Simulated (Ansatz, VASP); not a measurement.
# Ag2ClF in VASP and in Ansatz

```xyz
4
Lattice="1.9433 1.1220 5.3283 -1.9433 1.1220 5.3283 0.0000 -2.2440 5.3283" Properties=species:S:1:pos:R:3 pbc="T T T"
F     1.9433    1.1220    5.3283
Cl    0.0000    0.0000    7.9925
Ag    0.0000    0.0000    4.2462
Ag    0.0000    0.0000   11.7387
```

Alike in both runs: task single point; functional r2SCAN; k mesh 6 × 6 × 6; occupations fermi-dirac, width 0.02 eV; no spin polarisation.

```csv
,VASP,Ansatz
version,VASP 6.6.1,Ansatz 0.2.0
potentials or method,"VASP PAW PBE potentials, release 64 (F, Cl, Ag)","plane waves, PAW"
plane-wave cutoff (eV),520,500
valence electrons in the cell,36,52
```

```tsv
	VASP	Ansatz	Ansatz less VASP
pressure (GPa)	0.0	0.0	+0.07
traceless stress, the component that is largest in VASP (GPa)	-0.06	-0.02	+0.044
```

VASP's potentials were made for PBE, not for r2SCAN. VASP's potentials hold 36 valence electrons a cell and Ansatz's 52, so a difference there can come from the potentials and not from the codes.
